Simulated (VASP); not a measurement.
Crystal: Te.

```
CELL_PARAMETERS angstrom
3.15215 0.00000 0.00000
0.00000 3.15215 0.00000
0.00000 0.00000 3.15215
ATOMIC_POSITIONS crystal
Te 0.00000 0.00000 0.00000
```

This isn't the form of Te at room conditions, which is trigonal, of chains.

- Program: VASP 6.6.1
- Task: relaxation of cell and atoms
- Functional: PBE
- Potentials or basis: VASP PAW PBE potentials, release 64 (Te)
- Cutoff: 600 eV
- k mesh: 13 × 13 × 13
- Occupations: fermi-dirac, width 0.05 eV
- Spin: non-collinear spin, zero start, spin-orbit coupling
- Starting moments: [[0.0, 0.0, 0.0]] μB

At the start: pressure 2.8 GPa; volume 31.32 Å³/atom.

Where does the relaxation end?

Over 3 steps the energy falls by 13.7 meV/atom and the volume is 32.96 Å³/atom (+5.2 %); space group Pm-3m (No. 221, to 0.1 Å) before and after; moment 0.00 μB per cell.

Step by step:
| step | energy change (eV) | largest force (eV/Å) | pressure (GPa) | volume (Å³) |
| --- | --- | --- | --- | --- |
| 1 | 0.0000 | 0.0000 | 2.81 | 31.32 |
| 2 | -0.0100 | 0.0000 | -1.24 | 33.88 |
| 3 | -0.0137 | 0.0000 | 0.01 | 32.96 |

Final structure:
```
Te
1.0
     3.20628    0.00000    0.00000
     0.00000    3.20628    0.00000
     0.00000    0.00000    3.20628
Te
1
Direct
  0.00000 0.00000 0.00000
```
